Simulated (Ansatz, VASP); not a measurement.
Se in VASP and in Ansatz

INCAR

```
PREC = Accurate ; ENCUT = 520
EDIFF = 1E-8 ; ISMEAR = -1
SIGMA = 0.01 ; LREAL = F
LASPH = T ; NELM = 80
ALGO = Normal ; ISIF = 2
LWAVE = F ; LCHARG = F
GGA = PS ; LEFG = T
NBANDS = 27
```

KPOINTS

```
regular mesh
0
Gamma
  6 6 6
```

POSCAR

```
Se
1.0
    5.6809998619      3.2799267995      1.5058566000
   -5.6809998619      3.2799267995      1.5058566000
    0.0000000000     -6.5598535991      1.5058566000
Se
6
Direct
    0.2806600000      0.1625100000      0.9181800000
    0.9181800000      0.2806600000      0.1625100000
    0.1625100000      0.9181800000      0.2806600000
    0.7193400000      0.8374900000      0.0818200000
    0.0818200000      0.7193400000      0.8374900000
    0.8374900000      0.0818200000      0.7193400000
```

Input for Ansatz:

```yaml
crystal:
  lattice:
    - [5.6809998619, 3.2799267995, 1.5058566]
    - [-5.6809998619, 3.2799267995, 1.5058566]
    - [0.0, -6.5598535991, 1.5058566]
  atoms:
    - { symbol: Se, position: [0.28066, 0.16251, 0.91818] }
    - { symbol: Se, position: [0.91818, 0.28066, 0.16251] }
    - { symbol: Se, position: [0.16251, 0.91818, 0.28066] }
    - { symbol: Se, position: [0.71934, 0.83749, 0.08182] }
    - { symbol: Se, position: [0.08182, 0.71934, 0.83749] }
    - { symbol: Se, position: [0.83749, 0.08182, 0.71934] }
kpoints:
  mp_grid: { grid: [6, 6, 6] }
scf:
  occupations: { method: fermi_dirac, width: 0.01 }
hamiltonian:
  xc: pbesol
  pseudopotentials: { kind: paw }
output:
  forces: true
  stress: true
  eigenvalues: true
  efg: { contact_densities: true }
  write_density: true
  write_potential: true
  elf: true
  volumetric_format: npy
```

Change from the starting cell: zz strain of +2 %, PAW files.

Alike in both runs: task electric field gradients; functional PBEsol; k mesh 6 × 6 × 6; occupations fermi-dirac, width 0.01 eV; no spin polarisation.

|  | VASP | Ansatz |
| --- | --- | --- |
| version | VASP 6.6.1 | Ansatz 0.2.0 |
| potentials or method | VASP PAW PBE potentials, release 64 (Se) | PAW with Ansatz's default frozen-core files, scalar-relativistic |
| plane-wave cutoff (eV) | 520 | 420 |
| valence electrons in the cell | 36 | 96 |

```csv
,VASP,Ansatz,Ansatz less VASP
gap on the k mesh at the Fermi level (eV),1.22,1.22,+0.003
pressure (GPa),-0.4,-0.5,-0.18
"traceless stress, the component that is largest in VASP (GPa)",0.11,0.18,+0.066
rms of the force components (eV/Å),0.153,0.131,-0.0226
size of Vzz on the site where it differs most (V/Å²),546.1,565.8,+19.71
```

VASP's potentials were made for PBE, not for PBEsol. Atom by atom the forces differ by 0.029 eV/Å (rms over components). VASP's potentials hold 36 valence electrons a cell and Ansatz's 96, so a difference there can come from the potentials and not from the codes.
